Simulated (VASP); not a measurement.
Input of a VASP 6.6.1 run:

The input INCAR:

```
  ALGO = Normal
  EDIFF = 1E-6
  ENCUT = 520
  GGA = RP
  ISIF = 2
  ISMEAR = -1
  LASPH = T
  LCHARG = T
  LELF = T
  LREAL = F
  LVHAR = T
  LWAVE = F
  NBANDS = 12
  NELM = 80
  PREC = Accurate
  SIGMA = 0.1
```

File KPOINTS:

```
k-points
0
Gamma
  15 15 15
```

POSCAR

```
Ag
1.0
   -1.6320477232      1.6320477232      1.6320477232
    1.6320477232     -1.6320477232      1.6320477232
    1.6320477232      1.6320477232     -1.6320477232
Ag
1
Direct
    0.0000000000      0.0000000000      0.0000000000
```

Potentials or basis: VASP PAW PBE potentials, release 64 (Ag).

Launch:

```bash
$ cat potpaw_PBE.64/Ag/POTCAR > POTCAR
$ mpirun -np 1 vasp_std > vasp.out
```

(1) Predict the pressure.

Answers

(1) 7.1 GPa.

Caveat: the PAW data sets were made with another functional, which shifts forces and pressure a little.
